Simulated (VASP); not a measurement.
Input of a VASP 6.6.1 run:

File INCAR:

```
PREC = Accurate
ENCUT = 520
EDIFF = 1E-7
ISMEAR = 0
SIGMA = 0.15
LREAL = False
LASPH = True
NELM = 100
ALGO = Normal
ISIF = 2
LWAVE = False
LCHARG = False
GGA = PS
NBANDS = 14
```

File KPOINTS:

```
regular mesh
0
Gamma
  18 18 18
```

POSCAR

```
ZrB
1.0
    0.0435937500      2.3250000000      2.3250000000
    2.3685937500      0.0000000000      2.3685937500
    2.3250000000      2.3250000000      0.0435937500
Zr B
1 1
Direct
    0.0000000000      0.0000000000      0.0000000000
    0.5000000000      0.5000000000      0.5000000000
```

Potentials or basis: VASP PAW PBE potentials, release 64 (Zr_sv, B).

Command:

```bash
$ cat potpaw_PBE.64/Zr_sv/POTCAR potpaw_PBE.64/B/POTCAR > POTCAR
$ mpirun -np 1 vasp_std > vasp.out
```

**Question.** Predict the band gap on the k mesh.

**Answer.** Zero (an odd number of electrons rules out a gap without spin polarisation).

**Question.** What does it give for the pressure?

**Answer.** 29.8 GPa.

Stress tensor (GPa, compression positive):
```
29.76  0.00 -2.19
 0.00 29.79  0.00
-2.19  0.00 29.76
```

Caveat: the cell differs from its parent crystal (strain +0.0375 x Voigt [0, 0, 0, 0, 1, 0]); the cell stands under pressure; the PAW data sets were made with another functional, which shifts forces and pressure a little.
